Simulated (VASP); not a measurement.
# Zr (P6_3/mmc) in VASP: further runs, part 2 of 3

VASP 6.6.1. The steps go on from the part before.

## (4) Single point, PBEsol

This run uses another cell than the first one, of 20.55 Å³/atom, 1.135 times its volume.

Input file INCAR:

```
SYSTEM = Zr
  PREC = Accurate
  ENCUT = 520
  EDIFF = 1E-7
  ISMEAR = -1
  SIGMA = 0.05
  LREAL = .FALSE.
  LASPH = .TRUE.
  NELM = 80
  ALGO = Normal
  ISIF = 2
  LWAVE = .FALSE.
  LCHARG = .FALSE.
  GGA = PS
  NBANDS = 19
```

Input file KPOINTS:

```
Automatic mesh
0
G
  9 9 5
  0 0 0
```

Input file POSCAR:

```
Zr
1.0
    3.0750034096      0.0000000000      0.0000000000
   -1.5375017048      2.6630310694      0.0000000000
    0.0000000000      0.0000000000      5.0178672602
Zr
2
Direct
    0.6666666667      0.3333333333      0.7500000000
    0.3333333333      0.6666666667      0.2500000000
```

Potentials or basis: VASP PAW PBE potentials, release 64 (Zr_sv).

Command:

```
> cat potpaw_PBE.64/Zr_sv/POTCAR > POTCAR
> mpirun -np 1 vasp_std > vasp.out
```

OUTCAR:

```text
SYSTEM = Zr
   PREC = Accurate
   ENCUT = 520
   EDIFF = 1E-7
   ISMEAR = -1
   LREAL = .FALSE.
   LASPH = .TRUE.
   NELM = 80
   ISIF = 2
   GGA = PS

 ion  position               nearest neighbor table
   1  0.667  0.333  0.750-   2 3.07   2 3.07   2 3.07   2 3.07   2 3.07   2 3.07
   2  0.333  0.667  0.250-   1 3.07   1 3.07   1 3.07   1 3.07   1 3.07   1 3.07

  LATTYP: Found a hexagonal cell.
 ALAT       =     3.0750034096
 C/A-ratio  =     1.6318249419

  Lattice vectors:

 A1 = (   3.0750034096,   0.0000000000,   0.0000000000)
 A2 = (  -1.5375017048,   2.6630310694,   0.0000000000)
 A3 = (   0.0000000000,   0.0000000000,   5.0178672602)

Analysis of symmetry for initial positions (statically):
=====================================================================
 Subroutine PRICEL returns:
 Original cell was already a primitive cell.

 Routine SETGRP: Setting up the symmetry group for a
 hexagonal supercell.

 Subroutine GETGRP returns: Found 24 space group operations
 (whereof 12 operations were pure point group operations)
 out of a pool of 24 trial point group operations.

The static configuration has the point symmetry D_3d.
 The point group associated with its full space group is D_6h.

Analysis of symmetry for dynamics (positions and initial velocities):
=====================================================================
 Subroutine PRICEL returns:
 Original cell was already a primitive cell.

 Routine SETGRP: Setting up the symmetry group for a
 hexagonal supercell.

 Subroutine GETGRP returns: Found 24 space group operations
 (whereof 12 operations were pure point group operations)
 out of a pool of 24 trial point group operations.

The dynamic configuration has the point symmetry D_3d.
 The point group associated with its full space group is D_6h.

 Subroutine INISYM returns: Found 24 space group operations
 (whereof 12 operations are pure point group operations),
 and found     1 'primitive' translations

----------------------------------------------------------------------------------------

                                     Primitive cell

  volume of cell :      41.0905

  direct lattice vectors                    reciprocal lattice vectors
     3.075003410  0.000000000  0.000000000     0.325202891  0.187755977  0.000000000
    -1.537501705  2.663031069  0.000000000     0.000000000  0.375511954  0.000000000
     0.000000000  0.000000000  5.017867260     0.000000000  0.000000000  0.199287854

  length of vectors
     3.075003410  3.075003410  5.017867260     0.375511954  0.375511954  0.199287854

  position of ions in fractional coordinates (direct lattice)
     0.666666667  0.333333333  0.750000000
     0.333333333  0.666666667  0.250000000

  ion indices of the primitive-cell ions
   primitive index   ion index
                 1           1
                 2           2

----------------------------------------------------------------------------------------

 KPOINTS: Automatic mesh

Automatic generation of k-mesh.
 Grid dimensions read from file:
 generate k-points for:    9    9    5

 Generating k-lattice:

  Cartesian coordinates                     Fractional coordinates (reciprocal lattice)
     0.036133655  0.020861775  0.000000000     0.111111111  0.000000000  0.000000000
     0.000000000  0.041723550  0.000000000     0.000000000  0.111111111  0.000000000
     0.000000000  0.000000000  0.039857571     0.000000000  0.000000000  0.200000000

  Length of vectors
     0.041723550  0.041723550  0.039857571

  Shift w.r.t. Gamma in fractional coordinates (k-lattice)
     0.000000000  0.000000000  0.000000000

 Subroutine IBZKPT returns following result:
 ===========================================

 Found     36 irreducible k-points:

 Following reciprocal coordinates:
            Coordinates               Weight
  0.000000  0.000000  0.000000      1.000000
  0.111111 -0.000000  0.000000      6.000000
  0.222222  0.000000  0.000000      6.000000
  0.333333 -0.000000  0.000000      6.000000
  0.444444  0.000000  0.000000      6.000000
  0.111111  0.111111  0.000000      6.000000
[... 16 lines left out ...]
  0.333333  0.222222  0.200000     24.000000
  0.333333  0.333333  0.200000      4.000000
 [... further k-points ...]
   k-points           NKPTS =     36   k-points in BZ     NKDIM =     36   number of bands    NBANDS=     19
   number of dos      NEDOS =    301   number of ions     NIONS =      2
   total plane-waves  NPLWV =  23040
   dimension x,y,z NGX =    24 NGY =   24 NGZ =   40
   dimension x,y,z NGXF=    48 NGYF=   48 NGZF=   80
   ions per type =               2
   NGX,Y,Z   is equivalent  to a cutoff of  12.98, 12.98, 13.25 a.u.
   NGXF,Y,Z  is equivalent  to a cutoff of  25.95, 25.95, 26.50 a.u.
 SYSTEM =  Zr
   PREC   = accura    normal or accurate (medium, high low for compatibility)
   ISTART =      0    job   : 0-new  1-cont  2-samecut
   ICHARG =      2    charge: 1-file 2-atom 10-const
   ISPIN  =      1    spin polarized calculation?
   LNONCOLLINEAR =      F non collinear calculations
   LSORBIT =      F    spin-orbit coupling
   LASPH  =      T    aspherical Exc in radial PAW
   ENCUT  =  520.0 eV  38.22 Ry    6.18 a.u.   5.72  5.72  9.33*2*pi/ulx,y,z
   NELM   =     80;   NELMIN=  2; NELMDL= -5     # of ELM steps
   EDIFF  = 0.1E-06   stopping-criterion for ELM
   LREAL  =      F    real-space projection
   EDIFFG = 0.1E-05   stopping-criterion for IOM
   NSW    =      0    number of steps for IOM
   IBRION =     -1    ionic relax: 0-MD 1-quasi-New 2-CG
   NFREE  =      0    steps in history (QN), initial steepest desc. (CG)
   ISIF   =      2    stress and relaxation
   ISYM   =      2    0-nonsym 1-usesym 2-fastsym
   POTIM  = 0.5000    time-step for ionic-motion
   TEBEG  =    0.0;   TEEND  =   0.0 temperature during run
   PSTRESS=    0.0 pullay stress
   NELECT =      24.0000    total number of electrons
   NUPDOWN=      -1.0000    fix difference up-down
   EMIN   =  10.00;   EMAX   =-10.00  energy-range for DOS
   EFERMI =   0.00;   METHOD = LEGACY
   ISMEAR =    -1;   SIGMA  =   0.05  broadening in eV -4-tet -1-fermi 0-gaus
   EFERMI_NEDOS =   21; number of points for ismear=-14 and -15
   IALGO  =     38    algorithm
   IMIX   =      4    mixing-type and parameters
     AMIX     =   0.40;   BMIX     =  1.00
     AMIX_MAG =   1.60;   BMIX_MAG =  1.00
  volume/ion in A,a.u.               =      20.55       138.65
  Fermi-wavevector in a.u.,A,eV,Ry     =   1.368458  2.586011 25.479334  1.872678
  Thomas-Fermi vector in A             =   2.494421
   LORBIT       =      0    0 simple, 1 ext, 2 COOP (PROOUT), +10 PAW based schemes
   GGA     = PS    functional components
   LHFCALC =     F    Hartree Fock is set to
   AEXX    =    0.0000 exact exchange contribution
   IVDW    =     0    specifies the selected vdW correction
   LEPSILON=     F    determine dielectric tensor
   LRPA    =     F    only Hartree local field effects (RPA)
 non-spin polarized calculation
  energy-cutoff  :      520.00
  volume of cell :       41.09
 maximum number of plane-waves:      1116
 NGX is ok and might be reduce to    24
   NGX = 11   NGY = 11   NGZ = 19

 number of electron      24.0000000 magnetization

 Free energy of the ion-electron system (eV)
  ---------------------------------------------------
  ext. energy  EPLUGINS =         0.00000000
  ---------------------------------------------------
  free energy    TOTEN  =       -18.05848041 eV

  energy without entropy =      -18.04036553  energy(sigma->0) =      -18.04942297

 E-fermi :  10.3203     XC(G=0): -11.7868

 val. band max:       10.3101608604   @ k =   0.2222   0.2222   0.4000
 cond. band min:      10.3229334633   @ k =   0.2222   0.1111   0.4000
 fundamental gap:      0.0127726028
 Fermi energy:        10.3202908060

 k-point     1 :       0.0000    0.0000    0.0000
  band No.  band energies     occupation
      1     -38.1950      2.00000
      2     -37.9574      2.00000
      3     -16.9679      2.00000
      4     -15.6825      2.00000
      5     -15.6825      2.00000
      6     -15.5325      2.00000
[... 11 lines left out ...]
     18      12.8835      0.00000
     19      15.4209      0.00000

 k-point     2 :       0.1111   -0.0000    0.0000
  band No.  band energies     occupation
      1     -38.1709      2.00000
      2     -37.9456      2.00000
      3     -16.9126      2.00000
      4     -15.8177      2.00000
      5     -15.7241      2.00000
      6     -15.6385      2.00000
[... 476 lines left out ...]
 k-point    24 :       0.3333    0.3333    0.2000
  band No.  band energies     occupation
      1     -37.9002      2.00000
      2     -37.9002      2.00000
      3     -16.5347      2.00000
      4     -16.5014      2.00000
      5     -16.5014      2.00000
      6     -16.1779      2.00000
[... 11 lines left out ...]
     18      15.3265      0.00000
     19      18.1615      0.00000

 [... further k-points ...]
[... 5 lines left out ...]
  --------------------------------------------------------------------------------------
  -------------------------------------------------------------------------------------
  Total        2.5793793      2.5793793      2.5819527      0.0000000      0.0000000      0.0000000
  in kB      100.5737854    100.5737854    100.6741253      0.0000000      0.0000000      0.0000000
  external PRESSURE =     100.6072320 kB  Pullay stress =       0.0000000 kB

 VOLUME and BASIS-vectors are now :
 -----------------------------------------------------------------------------
  energy-cutoff  :      520.00
  volume of cell :       41.09
      direct lattice vectors                 reciprocal lattice vectors
     3.075003410  0.000000000  0.000000000     0.325202891  0.187755977  0.000000000
    -1.537501705  2.663031069  0.000000000     0.000000000  0.375511954  0.000000000
     0.000000000  0.000000000  5.017867260     0.000000000  0.000000000  0.199287854

 POSITION                                       TOTAL-FORCE (eV/Angst)
 -----------------------------------------------------------------------------------
      1.53750      0.88768      3.76340        -0.000000      0.000000      0.000000
     -0.00000      1.77535      1.25447         0.000000      0.000000      0.000000
 -----------------------------------------------------------------------------------
    total drift:                                0.000000     -0.000000      0.000000

  FREE ENERGIE OF THE ION-ELECTRON SYSTEM (eV)
  ---------------------------------------------------
  free  energy   TOTEN  =       -18.0584804087 eV

  energy  without entropy=      -18.0403655279  energy(sigma->0) =      -18.04942297
```

OSZICAR:

```text
N       E                     dE             d eps       ncg     rms          rms(c)
DAV:   1     0.216633941891E+03    0.21663E+03   -0.13474E+04  1368   0.127E+03
DAV:   2    -0.271510460619E+01   -0.21935E+03   -0.21502E+03  1598   0.374E+02
DAV:   3    -0.182905029407E+02   -0.15575E+02   -0.15474E+02  2435   0.727E+01
DAV:   4    -0.187006353354E+02   -0.41013E+00   -0.40975E+00  1627   0.115E+01
DAV:   5    -0.187116243595E+02   -0.10989E-01   -0.10988E-01  1963   0.139E+00    0.190E+01
DAV:   6    -0.181549103150E+02    0.55671E+00   -0.82238E-01  1484   0.710E+00    0.809E+00
DAV:   7    -0.180525716584E+02    0.10234E+00   -0.58478E-01  2020   0.516E+00    0.118E+00
DAV:   8    -0.180584640428E+02   -0.58924E-02   -0.40142E-02  1772   0.167E+00    0.198E-01
DAV:   9    -0.180585023453E+02   -0.38303E-04   -0.93884E-04  1773   0.274E-01    0.276E-02
DAV:  10    -0.180584781705E+02    0.24175E-04   -0.31589E-05  1781   0.449E-02    0.191E-02
DAV:  11    -0.180584810319E+02   -0.28615E-05   -0.77299E-06  1499   0.294E-02    0.350E-03
DAV:  12    -0.180584806561E+02    0.37588E-06   -0.17662E-07  1318   0.259E-03    0.206E-03
DAV:  13    -0.180584804217E+02    0.23434E-06   -0.42609E-08   816   0.195E-03    0.388E-04
DAV:  14    -0.180584804087E+02    0.13015E-07   -0.91538E-09   804   0.991E-04
   1 F= -.18058480E+02 E0= -.18049423E+02  d E =-.181149E-01
```

It took 34 s on 1 thread of Intel Xeon Platinum 8259CL at 2.50GHz (Skylake/Cascade Lake), shared host; peak memory 0.17 GiB.

Results:

```yaml
Free_energy: -18.0585 eV
Pressure: 10.1 GPa
Band_gap_on_the_k_mesh: zero (band 12 reaches 11.23 eV, above the bottom of band 13 at 10.11 eV)
```

Caveat: the PAW data sets were made with another functional, which shifts forces and pressure a little.

## (5) Single point, PBEsol

This run uses another cell than the first one, of 21.44 Å³/atom, 1.185 times its volume.

Input file INCAR:

```
SYSTEM = Zr
PREC = Accurate
ENCUT = 520
EDIFF = 1E-6
ISMEAR = -1
SIGMA = 0.05
LREAL = .FALSE.
LASPH = .TRUE.
NELM = 80
ALGO = Normal
ISIF = 2
LWAVE = .FALSE.
LCHARG = .FALSE.
GGA = PS
NBANDS = 19
```

Input file KPOINTS:

```
regular mesh
0
G
  9 9 5
  0 0 0
```

Input file POSCAR:

```
Zr
1.0
    3.1272570509      0.0000000000      0.0000000000
   -1.5636285255      2.7082840502      0.0000000000
    0.0000000000      0.0000000000      5.0626631350
Zr
2
Direct
    0.6666666667      0.3333333333      0.7500000000
    0.3333333333      0.6666666667      0.2500000000
```

Command:

```
> cat potpaw_PBE.64/Zr_sv/POTCAR > POTCAR
> mpirun -np 1 vasp_std > vasp.out
```

Run time: 36 s. Hardware: 1 thread of Intel Xeon Platinum 8259CL at 2.50GHz (Skylake/Cascade Lake), shared host; peak memory 0.16 GiB.

The run converged. Its results:

* Free energy: -18.1429 eV
* Pressure: 5.0 GPa
* Band gap on the k mesh: zero (band 12 reaches 10.70 eV, above the bottom of band 13 at 9.58 eV)

Levels at points of the mesh, in eV from the Fermi level:
```
           k point  band 10  band 11  band 12  band 13  band 14  band 15
(0.00, 0.00, 0.00)    -3.27     0.89     0.90     0.90     1.40     1.64
```

Caveat: the PAW data sets were made with another functional, which shifts forces and pressure a little.

(Continued in part 3 of 3.)
